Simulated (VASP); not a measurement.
Input of a VASP 6.6.1 run:

The input INCAR:

```
  PREC = Accurate
  ENCUT = 600
  EDIFF = 1E-7
  ISMEAR = 0
  SIGMA = 0.1
  LREAL = False
  LASPH = True
  NELM = 60
  ALGO = Fast
  ISIF = 3
  LWAVE = False
  LCHARG = False
  GGA = PS
  IBRION = 2
  NSW = 80
  EDIFFG = -0.01
```

Contents of KPOINTS:

```
regular mesh
0
Gamma
  18 18 10
```

File POSCAR:

```
V
1.0
    2.5675589521      0.0000000000      0.0000000000
   -1.2837794760      2.2235712782      0.0000000000
    0.0000000000      0.0000000000      4.6627351483
V
2
Direct
    0.3333333333      0.6666666667      0.2500000000
    0.6666666667      0.3333333333      0.7500000000
```

Potentials or basis: VASP PAW PBE potentials, release 64 (V_sv).

Command:

```bash
$ cat potpaw_PBE.64/V_sv/POTCAR > POTCAR
$ mpirun -np 1 vasp_std > vasp.out
```

Task: Predict the relaxed volume.

Result: 13.32 Å³/atom.

Task: What does it give for the space group after relaxing (to 0.1 Å)?

Result: P6_3/mmc (No. 194).

Task: Estimate the band gap on the k mesh.

Result: Zero (bands 13 and 14 overlap by 2.32 eV).

Final structure:
```
V
1.0
     2.57406    0.00000    0.00000
    -1.28703    2.22920    0.00000
     0.00000    0.00000    4.64407
V
2
Direct
  0.33333 0.66667 0.25000
  0.66667 0.33333 0.75000
```

Caveat: the PAW data sets were made with another functional, which shifts forces and pressure a little.
